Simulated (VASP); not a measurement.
**Ti: single point with PBE**

System: Ti, a slab with vacuum.

```xyz
4
Lattice="2.9385 0.0000 0.0000 -1.4692 2.5448 0.0000 0.0000 0.0000 20.9760" Properties=species:S:1:pos:R:3 pbc="T T T"
Ti    1.4692    0.8483    7.0000
Ti    0.0000    1.6965    9.3253
Ti    1.4692    0.8483   11.7420
Ti    0.0000    1.6965   13.9046
```

```json
{"Program": "VASP 6.6.1", "Task": "single point", "Functional": "PBE", "Potentials or basis": "VASP PAW PBE potentials, release 64 (Ti_sv)", "Cutoff": "520 eV", "k mesh": "12 × 12 × 1", "Occupations": "gaussian, width 0.1 eV", "Spin": "no spin polarisation", "Dipole correction": "yes", "Further INCAR settings": "ALGO = Normal; EDIFF = 1e-07; NBANDS = 32"}
```

```json
{"Largest force": "0.619 eV/Å", "Band gap on the k mesh": "zero (bands 24 and 25 overlap by 0.82 eV)"}
```

Forces on the atoms (eV/Å):
```
Ti   0.000  0.000  0.619
Ti   0.000  0.000 -0.605
Ti   0.000  0.000 -0.001
Ti   0.000  0.000 -0.013
```

Levels at points of the mesh, in eV from the Fermi level:
| k point | band 20 | band 21 | band 22 | band 23 | band 24 | band 25 | band 26 | band 27 | band 28 | band 29 |
| --- | --- | --- | --- | --- | --- | --- | --- | --- | --- | --- |
| (0.00, 0.00, 0.00) | -2.83 | -0.26 | -0.02 | 0.44 | 0.49 | 0.65 | 0.65 | 0.72 | 0.72 | 0.81 |
| (0.50, 0.00, 0.00) | -1.99 | -1.43 | -1.09 | -0.72 | 0.09 | 0.50 | 0.70 | 1.06 | 1.22 | 1.23 |

Run time: 2.3 min on 1 thread of Intel(R) Xeon(R) Platinum 8488C (Sapphire Rapids), on a shared host, peak memory 0.33 GiB.
